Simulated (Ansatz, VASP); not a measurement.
**TiAl in VASP and in Ansatz**

Contents of POSCAR:

```
TiAl
1.0
    2.8815985438      0.0000000000      0.0000000000
   -1.4407992719      2.4831219328      0.0000000000
    0.0000000000      0.0000000000      4.6780830000
Ti Al
1 1
Direct
    0.0000000000      0.0000000000      0.0000000000
    0.3333333333      0.6666666667      0.5000000000
```

Contents of INCAR.step1:

```
  PREC = Accurate
  ENCUT = 520
  ISMEAR = 0
  SIGMA = 0.15
  LREAL = False
  LASPH = True
  NELM = 100
  NBANDS = 14
  GGA = PE
  ALGO = Normal
  EDIFF = 1E-4
  LWAVE = True
  LCHARG = False
```

The input INCAR.step2:

```
  PREC = Accurate
  ENCUT = 520
  EDIFF = 1E-6
  ISMEAR = 0
  SIGMA = 0.15
  LREAL = False
  LASPH = True
  NELM = 100
  ALGO = Normal
  ISIF = 2
  LWAVE = False
  LCHARG = True
  METAGGA = R2SCAN
  LMIXTAU = True
  LELF = True
  LVHAR = True
  NBANDS = 14
  ISTART = 1
```

The input KPOINTS:

```
Automatic mesh
0
Gamma
  18 18 10
```

Input for Ansatz:

```yaml
crystal:
  lattice:
    - [2.8815985438, 0.0, 0.0]
    - [-1.4407992719, 2.4831219328, 0.0]
    - [0.0, 0.0, 4.678083]
  atoms:
    - { symbol: Ti, position: [0.0, 0.0, 0.0] }
    - { symbol: Al, position: [0.3333333333, 0.6666666667, 0.5] }
basis:
  ecutwfc: 500
kpoints:
  mp_grid: { grid: [18, 18, 10] }
hamiltonian:
  xc: r2scan
scf:
  occupations: { method: gaussian, width: 0.15 }
output:
  forces: true
  stress: true
  eigenvalues: true
```

Change from the starting cell: strain +0.0050 x Voigt [1, 0, 0, 0, 0, 0], atoms carried along.

Alike in both runs: task single point; functional r2SCAN; k mesh 18 × 18 × 10; occupations gaussian, width 0.15 eV; no spin polarisation.

|  | VASP | Ansatz |
| --- | --- | --- |
| version | VASP 6.6.1 | Ansatz 0.2.0 |
| potentials or method | VASP PAW PBE potentials, release 64 (Ti_sv, Al), cutoff 520 eV | scalar-relativistic, plane waves, PAW |
| valence electrons in the cell | 15 | 15 |

```csv
,VASP,Ansatz,Ansatz less VASP
gap on the k mesh at the Fermi level (eV),none,none,-
pressure (GPa),-1.5,-1.6,-0.09
"traceless stress, the component that is largest in VASP (GPa)",-1.00,-1.00,-0.005
rms of the force components (eV/Å),0.010,0.010,0.0000
```

VASP's potentials were made for PBE, not for r2SCAN. Atom by atom the forces differ by 0.000 eV/Å (rms over components). A gap of «none» marks a metal or a gap that the smearing closes. The functional is the same, so the differences come from potentials, cutoffs and numerics.
